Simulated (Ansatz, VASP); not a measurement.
## Two plane-wave programs on Mg2PCl

The input INCAR:

```
PREC = Accurate ; ENCUT = 600
EDIFF = 1E-7 ; ISMEAR = 0
SIGMA = 0.02 ; LREAL = False
LASPH = True ; NELM = 100
ALGO = Normal ; ISIF = 3
LWAVE = False ; LCHARG = False
GGA = PS ; IBRION = 2
NSW = 100 ; EDIFFG = -0.005
```

The input KPOINTS:

```
Automatic mesh
0
Gamma
  9 9 9
```

The input POSCAR:

```
Mg2PCl
1.0
    1.9295201519      1.1140089791      6.1737717667
   -1.9295201519      1.1140089791      6.1737717667
    0.0000000000     -2.2280179583      6.1737717667
Mg P Cl
2 1 1
Direct
    0.2321609632      0.2321609632      0.2321609632
    0.7678390368      0.7678390368      0.7678390368
    0.5000000000      0.5000000000      0.5000000000
    0.0000000000      0.0000000000      0.0000000000
```

Input for Ansatz:

```yaml
crystal:
  lattice:
    - [1.9295201519, 1.1140089791, 6.1737717667]
    - [-1.9295201519, 1.1140089791, 6.1737717667]
    - [0.0, -2.2280179583, 6.1737717667]
  atoms:
    - { symbol: Mg, position: [0.2321609632, 0.2321609632, 0.2321609632] }
    - { symbol: Mg, position: [0.7678390368, 0.7678390368, 0.7678390368] }
    - { symbol: P, position: [0.5, 0.5, 0.5] }
    - { symbol: Cl, position: [0.0, 0.0, 0.0] }
basis:
  ecutwfc: 420
kpoints:
  mp_grid: { grid: [9, 9, 9] }
hamiltonian:
  xc: pbesol
scf:
  occupations: { method: gaussian, width: 0.02 }
output:
  forces: true
  stress: true
  eigenvalues: true
relax:
  adjacent_minimum: "off"
  f_tol: 0.005
  max_steps: 80
  cell: { stress_tol: 0.05 }
```

Alike in both runs: task relaxation of cell and atoms; functional PBEsol; k mesh 9 × 9 × 9; occupations gaussian, width 0.02 eV; no spin polarisation.

|  | VASP | Ansatz |
| --- | --- | --- |
| version | VASP 6.6.1 | Ansatz 0.2.0 |
| potentials or method | VASP PAW PBE potentials, release 64 (Mg, P, Cl), cutoff 600 eV | scalar-relativistic, plane waves, PAW |
| valence electrons in the cell | 16 | 32 |

VASP gave:

```
gap on the k mesh at the Fermi level, each at its own relaxed structure (eV) : 1.01
relaxed volume (Å³/atom)                                                     : 19.89
relaxed cell length with the largest relative difference (Å)                 : 6.553
```

Task: Which values does Ansatz return?

Result: gap on the k mesh at the Fermi level, each at its own relaxed structure (eV): 1.02; relaxed volume (Å³/atom): 19.91; relaxed cell length with the largest relative difference (Å): 6.560.

VASP's potentials were made for PBE, not for PBEsol. VASP's potentials hold 16 valence electrons a cell and Ansatz's 32, so a difference there can come from the potentials and not from the codes.
